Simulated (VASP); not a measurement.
# TiAl (P-6m2) in VASP: a series of runs, part 2 of 2

VASP 6.6.1. Earlier steps stand in the parts before.

**4. Single point, PBEsol**

This run uses another cell than the first one, of 16.23 Å³/atom.

File INCAR:

```
  ALGO = Normal
  EDIFF = 1E-6
  ENCUT = 520
  GGA = PS
  ISIF = 2
  ISMEAR = -1
  LASPH = T
  LCHARG = T
  LELF = T
  LREAL = F
  LVHAR = T
  LWAVE = F
  NBANDS = 14
  NELM = 60
  PREC = Accurate
  SIGMA = 0.05
```

File KPOINTS:

```
k-points
0
Gamma
  11 11 6
```

File POSCAR:

```
TiAl
1.0
    2.8508464076      0.0000000000      0.0000000000
   -1.4254232038      2.4689054113      0.0000000000
    0.0000000000      0.0000000000      4.6125316230
Ti Al
1 1
Direct
    0.0000000000      0.0000000000      0.0000000000
    0.3333333333      0.6666666667      0.5000000000
```

Potentials or basis: VASP PAW PBE potentials, release 64 (Ti_sv, Al).

Run with:

```console
$ cat potpaw_PBE.64/Ti_sv/POTCAR potpaw_PBE.64/Al/POTCAR > POTCAR
$ mpirun -np 1 vasp_std > vasp.out
```

OUTCAR:

```text
EDIFF = 1E-6
   ENCUT = 520
   GGA = PS
   ISIF = 2
   ISMEAR = -1
   LASPH = T
   LREAL = F
   NELM = 60
   PREC = Accurate

 ion  position               nearest neighbor table
   1  0.000  0.000  0.000-   2 2.83   2 2.83   2 2.83   2 2.83   2 2.83   2 2.83
   2  0.333  0.667  0.500-   1 2.83   1 2.83   1 2.83   1 2.83   1 2.83   1 2.83

  LATTYP: Found a hexagonal cell.
 ALAT       =     2.8508464076
 C/A-ratio  =     1.6179516409

  Lattice vectors:

 A1 = (   2.8508464076,   0.0000000000,   0.0000000000)
 A2 = (  -1.4254232038,   2.4689054113,   0.0000000000)
 A3 = (   0.0000000000,   0.0000000000,   4.6125316230)

Analysis of symmetry for initial positions (statically):
=====================================================================
 Subroutine PRICEL returns:
 Original cell was already a primitive cell.

 Routine SETGRP: Setting up the symmetry group for a
 hexagonal supercell.

 Subroutine GETGRP returns: Found 12 space group operations
 (whereof 12 operations were pure point group operations)
 out of a pool of 24 trial point group operations.

The static configuration has the point symmetry D_3h.

Analysis of symmetry for dynamics (positions and initial velocities):
=====================================================================
 Subroutine PRICEL returns:
 Original cell was already a primitive cell.

 Routine SETGRP: Setting up the symmetry group for a
 hexagonal supercell.

 Subroutine GETGRP returns: Found 12 space group operations
 (whereof 12 operations were pure point group operations)
 out of a pool of 24 trial point group operations.

The dynamic configuration has the point symmetry D_3h.

 Subroutine INISYM returns: Found 12 space group operations
 (whereof 12 operations are pure point group operations),
 and found     1 'primitive' translations

----------------------------------------------------------------------------------------

                                     Primitive cell

  volume of cell :      32.4652

  direct lattice vectors                    reciprocal lattice vectors
     2.850846408  0.000000000  0.000000000     0.350773019  0.202518897  0.000000000
    -1.425423204  2.468905411  0.000000000     0.000000000  0.405037793  0.000000000
     0.000000000  0.000000000  4.612531623     0.000000000  0.000000000  0.216800682

  length of vectors
     2.850846408  2.850846408  4.612531623     0.405037793  0.405037793  0.216800682

  position of ions in fractional coordinates (direct lattice)
     0.000000000  0.000000000  0.000000000
     0.333333333  0.666666667  0.500000000

  ion indices of the primitive-cell ions
   primitive index   ion index
                 1           1
                 2           2

----------------------------------------------------------------------------------------

 KPOINTS: k-points

Automatic generation of k-mesh.
 Grid dimensions read from file:
 generate k-points for:   11   11    6

 Generating k-lattice:

[... 23 lines left out ...]
  0.454545 -0.000000  0.000000      6.000000
[... 16 lines left out ...]
  0.090909  0.090909  0.166667     12.000000
  0.181818  0.090909  0.166667     24.000000
 [... further k-points ...]
   k-points           NKPTS =     64   k-points in BZ     NKDIM =     64   number of bands    NBANDS=     14
   number of dos      NEDOS =    301   number of ions     NIONS =      2
   total plane-waves  NPLWV =  20736
   dimension x,y,z NGX =    24 NGY =   24 NGZ =   36
   dimension x,y,z NGXF=    48 NGYF=   48 NGZF=   72
   ions per type =               1   1
   NGX,Y,Z   is equivalent  to a cutoff of  14.00, 14.00, 12.98 a.u.
   NGXF,Y,Z  is equivalent  to a cutoff of  27.99, 27.99, 25.95 a.u.
 SYSTEM =  unknown system
   PREC   = accura    normal or accurate (medium, high low for compatibility)
   ISTART =      0    job   : 0-new  1-cont  2-samecut
   ICHARG =      2    charge: 1-file 2-atom 10-const
   ISPIN  =      1    spin polarized calculation?
   LNONCOLLINEAR =      F non collinear calculations
   LSORBIT =      F    spin-orbit coupling
   LASPH  =      T    aspherical Exc in radial PAW
   ENCUT  =  520.0 eV  38.22 Ry    6.18 a.u.   5.30  5.30  8.58*2*pi/ulx,y,z
   NELM   =     60;   NELMIN=  2; NELMDL= -5     # of ELM steps
   EDIFF  = 0.1E-05   stopping-criterion for ELM
   LREAL  =      F    real-space projection
   EDIFFG = 0.1E-04   stopping-criterion for IOM
   NSW    =      0    number of steps for IOM
   IBRION =     -1    ionic relax: 0-MD 1-quasi-New 2-CG
   NFREE  =      0    steps in history (QN), initial steepest desc. (CG)
   ISIF   =      2    stress and relaxation
   ISYM   =      2    0-nonsym 1-usesym 2-fastsym
   POTIM  = 0.5000    time-step for ionic-motion
   TEBEG  =    0.0;   TEEND  =   0.0 temperature during run
   PSTRESS=    0.0 pullay stress
   NELECT =      15.0000    total number of electrons
   NUPDOWN=      -1.0000    fix difference up-down
   EMIN   =  10.00;   EMAX   =-10.00  energy-range for DOS
   EFERMI =   0.00;   METHOD = LEGACY
   ISMEAR =    -1;   SIGMA  =   0.05  broadening in eV -4-tet -1-fermi 0-gaus
   EFERMI_NEDOS =   21; number of points for ismear=-14 and -15
   IALGO  =     38    algorithm
   IMIX   =      4    mixing-type and parameters
     AMIX     =   0.40;   BMIX     =  1.00
     AMIX_MAG =   1.60;   BMIX_MAG =  1.00
  volume/ion in A,a.u.               =      16.23       109.54
  Fermi-wavevector in a.u.,A,eV,Ry     =   1.265608  2.391653 21.793333  1.601765
  Thomas-Fermi vector in A             =   2.398853
   LORBIT       =      0    0 simple, 1 ext, 2 COOP (PROOUT), +10 PAW based schemes
   GGA     = PS    functional components
   LHFCALC =     F    Hartree Fock is set to
   AEXX    =    0.0000 exact exchange contribution
   IVDW    =     0    specifies the selected vdW correction
   LEPSILON=     F    determine dielectric tensor
   LRPA    =     F    only Hartree local field effects (RPA)
 non-spin polarized calculation
  energy-cutoff  :      520.00
  volume of cell :       32.47
 maximum number of plane-waves:       886
 NGX is ok and might be reduce to    24
   NGX = 11   NGY = 11   NGZ = 17

 number of electron      15.0000005 magnetization

 Free energy of the ion-electron system (eV)
  ---------------------------------------------------
  ext. energy  EPLUGINS =         0.00000000
  ---------------------------------------------------
  free energy    TOTEN  =       -12.93994230 eV

  energy without entropy =      -12.91633632  energy(sigma->0) =      -12.92813931

 E-fermi :   8.0038     XC(G=0): -11.1427

 val. band max:        7.9978196454   @ k =   0.2727   0.0909   0.0000
 cond. band min:       8.0081599090   @ k =   0.3636   0.2727   0.3333
 fundamental gap:      0.0103402636
 Fermi energy:         8.0038385599

 k-point     1 :       0.0000    0.0000    0.0000
  band No.  band energies     occupation
      1     -48.2176      2.00000
      2     -24.6440      2.00000
      3     -24.2016      2.00000
      4     -24.2016      2.00000
      5      -0.9906      2.00000
      6       5.7215      2.00000
      7       6.2638      2.00000
      8       9.3211      0.00000
      9       9.3211      0.00000
     10      10.8415      0.00000
     11      10.8415      0.00000
     12      12.1501      0.00000
     13      21.0281      0.00000
     14      21.0281      0.00000
[... 377 lines left out ...]
      1     -48.1688      2.00000
      2     -24.5971      2.00000
      3     -24.4868      2.00000
      4     -24.2798      2.00000
      5       0.5821      2.00000
      6       5.6467      2.00000
      7       7.4749      1.99995
      8       8.3106      0.00432
      9      10.3036      0.00000
     10      10.4549      0.00000
     11      10.5951      0.00000
     12      13.3944      0.00000
     13      14.8066      0.00000
     14      16.2725      0.00000

 [... further k-points ...]

------------------------ aborting loop because EDIFF is reached ----------------------------------------

  FORCE on cell =-STRESS in cart. coord.  units (eV):
  Direction    XX          YY          ZZ          XY          YZ          ZX
  --------------------------------------------------------------------------------------
  -------------------------------------------------------------------------------------
  Total       -0.0072618     -0.0072618      0.0100772      0.0000000     -0.0000000     -0.0000000
  in kB       -0.3583754     -0.3583754      0.4973185      0.0000000     -0.0000000     -0.0000000
  external PRESSURE =      -0.0731441 kB  Pullay stress =       0.0000000 kB

 VOLUME and BASIS-vectors are now :
 -----------------------------------------------------------------------------
  energy-cutoff  :      520.00
  volume of cell :       32.47
      direct lattice vectors                 reciprocal lattice vectors
     2.850846408  0.000000000  0.000000000     0.350773019  0.202518897  0.000000000
    -1.425423204  2.468905411  0.000000000     0.000000000  0.405037793  0.000000000
     0.000000000  0.000000000  4.612531623     0.000000000  0.000000000  0.216800682

 POSITION                                       TOTAL-FORCE (eV/Angst)
 -----------------------------------------------------------------------------------
      0.00000      0.00000      0.00000        -0.000000      0.000000      0.000000
     -0.00000      1.64594      2.30627         0.000000     -0.000000      0.000000
 -----------------------------------------------------------------------------------
    total drift:                                0.000000     -0.000000      0.000000

  FREE ENERGIE OF THE ION-ELECTRON SYSTEM (eV)
  ---------------------------------------------------
  free  energy   TOTEN  =       -12.9399423047 eV

  energy  without entropy=      -12.9163363231  energy(sigma->0) =      -12.92813931
```

OSZICAR:

```text
N       E                     dE             d eps       ncg     rms          rms(c)
DAV:   1     0.973275778272E+02    0.97328E+02   -0.69714E+03  1792   0.106E+03
DAV:   2    -0.909334393435E+01   -0.10642E+03   -0.10212E+03  1864   0.297E+02
DAV:   3    -0.144122366284E+02   -0.53189E+01   -0.52226E+01  2700   0.649E+01
DAV:   4    -0.145559683514E+02   -0.14373E+00   -0.14347E+00  2042   0.930E+00
DAV:   5    -0.145618819829E+02   -0.59136E-02   -0.59131E-02  2716   0.178E+00    0.974E+00
DAV:   6    -0.132307564615E+02    0.13311E+01   -0.62169E+00  2044   0.307E+01    0.373E+00
DAV:   7    -0.129714647356E+02    0.25929E+00   -0.74818E-01  1984   0.984E+00    0.209E+00
DAV:   8    -0.129454469291E+02    0.26018E-01   -0.17325E-01  2020   0.479E+00    0.878E-01
DAV:   9    -0.129432782761E+02    0.21687E-02   -0.55825E-02  1966   0.337E+00    0.443E-01
DAV:  10    -0.129398787850E+02    0.33995E-02   -0.79743E-03  2008   0.114E+00    0.720E-02
DAV:  11    -0.129399700428E+02   -0.91258E-04   -0.96911E-04  2576   0.302E-01    0.666E-02
DAV:  12    -0.129399631278E+02    0.69151E-05   -0.37781E-05  2002   0.522E-02    0.501E-02
DAV:  13    -0.129399441077E+02    0.19020E-04   -0.28133E-05  2092   0.657E-02    0.220E-02
DAV:  14    -0.129399426429E+02    0.14648E-05   -0.48654E-06  2178   0.203E-02    0.637E-03
DAV:  15    -0.129399423047E+02    0.33827E-06   -0.22529E-07  1046   0.459E-03
   1 F= -.12939942E+02 E0= -.12928139E+02  d E =-.236060E-01
```

Wall time 25 s (1 thread of Intel Xeon 8259CL, shared host); peak memory 0.17 GiB.

What came out:

- Free energy: -12.9399 eV
- Pressure: 0.0 GPa
- Band gap on the k mesh: zero (an odd number of electrons rules out a gap without spin polarisation)

Levels at points of the mesh, in eV from the Fermi level:
| k point | band 5 | band 6 | band 7 | band 8 | band 9 | band 10 |
| --- | --- | --- | --- | --- | --- | --- |
| (0.00, 0.00, 0.00) | -8.99 | -2.28 | -1.74 | 1.32 | 1.32 | 2.84 |
| (0.00, 0.00, 0.50) | -8.05 | -5.30 | -0.39 | 1.33 | 1.33 | 2.75 |

Caveat: the PAW data sets were made with another functional, which shifts forces and pressure a little.

**5. Overview**

| level | potentials or basis | cell | k mesh | grid for exact exchange (PRECFOCK) | share of exact exchange | gap on the mesh (eV) | pressure (GPa) |
| --- | --- | --- | --- | --- | --- | --- | --- |
| PBE0 | VASP PAW PBE potentials, release 64 (Ti_sv, Al) | a = 2.905, b = 2.905, c = 4.740 Å, angles 90.0, 90.0, 120.0°, 2 atoms | 6 × 6 × 4 | Normal | 0.25 | none | -6.2 |
| LDA | VASP PAW LDA potentials, release 64 (Ti_sv, Al) | a = 2.813, b = 2.813, c = 4.585 Å, angles 90.0, 90.0, 120.0°, 2 atoms | 11 × 11 × 6 | - | - | none | 0.0 |
| PBEsol | VASP PAW PBE potentials, release 64 (Ti_sv, Al) | a = 2.851, b = 2.851, c = 4.613 Å, angles 90.0, 90.0, 120.0°, 2 atoms | 11 × 11 × 6 | - | - | none | 0.0 |

Alike in all rows: task single point; no spin polarisation; cutoff (eV) 520; smearing fermi-dirac 0.05 eV.

Caveats: some runs use coarse meshes; the PAW data sets were made with another functional, which shifts forces and pressure a little (at least some runs).

Total energies depend on the potentials used, so only differences within one code and one set of settings carry meaning.
